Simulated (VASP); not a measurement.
Wanted: the native input for a VASP 6.6.1 run.

| Property | Result |
| --- | --- |
| Task | single point |
| Functional | PBE |
| Dispersion | D3(BJ) |
| Potentials or basis | VASP PAW PBE potentials, release 64 (Ba_sv) |
| Cutoff | 520 eV |
| k mesh | 14 × 14 × 8 |
| Occupations | gaussian, width 0.15 eV |
| Spin | no spin polarisation |
| Dipole correction | no |
| Further INCAR settings | ALGO = Normal; EDIFF = 1e-06; NBANDS = 11 |

The structure of Ba lies in POSCAR:

```
Ba
1.0
    1.9354500000     -3.6500000000      0.0000000000
    1.9354500000      3.6500000000      0.0000000000
    0.0000000000      0.0000000000      5.7000000000
Ba
1
Direct
    0.0000000000      0.0000000000      0.0000000000
```

This cell differs from its parent crystal: strain -0.0100 x Voigt [1, 0, 0, 0, 0, 0].

These files were run (other wordings do the same):

INCAR

```
ALGO = Normal ; EDIFF = 1E-6
ENCUT = 520 ; GGA = PE
ISIF = 2 ; ISMEAR = 0
IVDW = 12 ; LASPH = T
LCHARG = F ; LREAL = F
LWAVE = F ; NBANDS = 11
NELM = 100 ; PREC = Accurate
SIGMA = 0.15
```

KPOINTS

```
k-points
0
Gamma
  14 14 8
```

Potentials or basis: VASP PAW PBE potentials, release 64 (Ba_sv).

Launch:

```sh
$ cat potpaw_PBE.64/Ba_sv/POTCAR > POTCAR
$ mpirun -np 1 vasp_std > vasp.out
```

Results of the run:

```
Pressure                   : 0.3 GPa
Band gap on the k mesh     : zero (band 5 reaches 1.57 eV, above the bottom of band 6 at 0.51 eV)
Dispersion energy per atom : -0.150 eV
```

Caveat: the cell differs from its parent crystal (strain -0.0100 x Voigt [1, 0, 0, 0, 0, 0]); spin-orbit coupling is left out, which moves the levels of the heavy elements; pairwise dispersion overbinds metals, which lowers pressure and volume.

Run time: 3.4 min on 1 thread of AMD EPYC 7R43 64-Core Processor (Zen 3), with other jobs on the host, peak memory 0.35 GiB.
